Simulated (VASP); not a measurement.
Input of a VASP 6.6.1 run:

File INCAR:

```
ALGO = Normal
EDIFF = 1E-7
ENCUT = 520
GGA = PE
ISIF = 2
ISMEAR = 0
LASPH = T
LCHARG = F
LREAL = F
LWAVE = F
NBANDS = 14
NELM = 60
PREC = Accurate
SIGMA = 0.05
```

Contents of KPOINTS:

```
k-points
0
Gamma
  10 10 10
```

Contents of POSCAR:

```
IrSe
1.0
    0.0000000000      2.7444649058      2.7444649058
    2.7444649058      0.0000000000      2.7444649058
    2.7444649058      2.7444649058      0.0000000000
Ir Se
1 1
Direct
    0.0000000000      0.0000000000      0.0000000000
    0.2500000000      0.2500000000      0.2500000000
```

Potentials or basis: VASP PAW PBE potentials, release 64 (Ir, Se).

Command:

```bash
$ cat potpaw_PBE.64/Ir/POTCAR potpaw_PBE.64/Se/POTCAR > POTCAR
$ mpirun -np 1 vasp_std > vasp.out
```

What does it give for the band gap on the k mesh?

Zero (an odd number of electrons rules out a gap without spin polarisation).

Estimate the pressure.

6.1 GPa.

Caveat: the cell stands under pressure; spin-orbit coupling is left out, which moves the levels of the heavy elements.
